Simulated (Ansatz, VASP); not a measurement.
# One calculation of Ag, two programs

File POSCAR:

```
Ag
1.0
   -1.4900886000      1.4900886000      1.6556540000
    1.4900886000     -1.4900886000      1.6556540000
    1.4900886000      1.4900886000     -1.6556540000
Ag
1
Direct
    0.0000000000      0.0000000000      0.0000000000
```

The input INCAR.step1:

```
ALGO = Normal
EDIFF = 1E-4
ENCUT = 520
GGA = PE
ISMEAR = 0
LASPH = True
LCHARG = False
LREAL = False
LWAVE = True
NBANDS = 12
NELM = 80
PREC = Accurate
SIGMA = 0.15
```

File INCAR.step2:

```
ALGO = Normal
EDIFF = 1E-6
ENCUT = 520
ISIF = 2
ISMEAR = 0
ISTART = 1
LASPH = True
LCHARG = True
LELF = True
LMIXTAU = True
LREAL = False
LVHAR = True
LWAVE = False
METAGGA = R2SCAN
NBANDS = 12
NELM = 80
PREC = Accurate
SIGMA = 0.15
```

Contents of KPOINTS:

```
k-points
0
Gamma
  20 20 20
```

Input for Ansatz:

```yaml
crystal:
  lattice:
    - [-1.4900886, 1.4900886, 1.655654]
    - [1.4900886, -1.4900886, 1.655654]
    - [1.4900886, 1.4900886, -1.655654]
  atoms:
    - { symbol: Ag, position: [0.0, 0.0, 0.0] }
basis:
  ecutwfc: 500
kpoints:
  mp_grid: { grid: [20, 20, 20] }
hamiltonian:
  xc: r2scan
scf:
  occupations: { method: gaussian, width: 0.15 }
output:
  forces: true
  stress: true
  eigenvalues: true
  write_density: true
  write_potential: true
  elf: true
  volumetric_format: npy
```

Change from the starting cell: strain -0.1000 x Voigt [1, 1, 0, 0, 0, 0], atoms carried along.

Alike in both runs: task single point; functional r2SCAN; k mesh 20 × 20 × 20; occupations gaussian, width 0.15 eV; no spin polarisation.

```csv
,VASP,Ansatz
version,VASP 6.6.1,Ansatz 0.2.0
potentials or method,"VASP PAW PBE potentials, release 64 (Ag), cutoff 520 eV","scalar-relativistic, plane waves, PAW"
valence electrons in the cell,11,19
```

Ansatz gave:

| Quantity | Value |
| --- | --- |
| gap on the k mesh at the Fermi level (eV) | none |
| pressure (GPa) | 27.5 |
| traceless stress, the component that is largest in VASP (GPa) | 1.62 |

Q: What did VASP give for the same quantities?

A: gap on the k mesh at the Fermi level (eV): none; pressure (GPa): 28.0; traceless stress, the component that is largest in VASP (GPa): 1.64.

VASP's potentials were made for PBE, not for r2SCAN. A gap of «none» marks a metal or a gap that the smearing closes. With one functional, cell and mesh, what is left measures potentials, basis and numerics. VASP's potentials hold 11 valence electrons a cell and Ansatz's 19, so a difference there can come from the potentials and not from the codes.
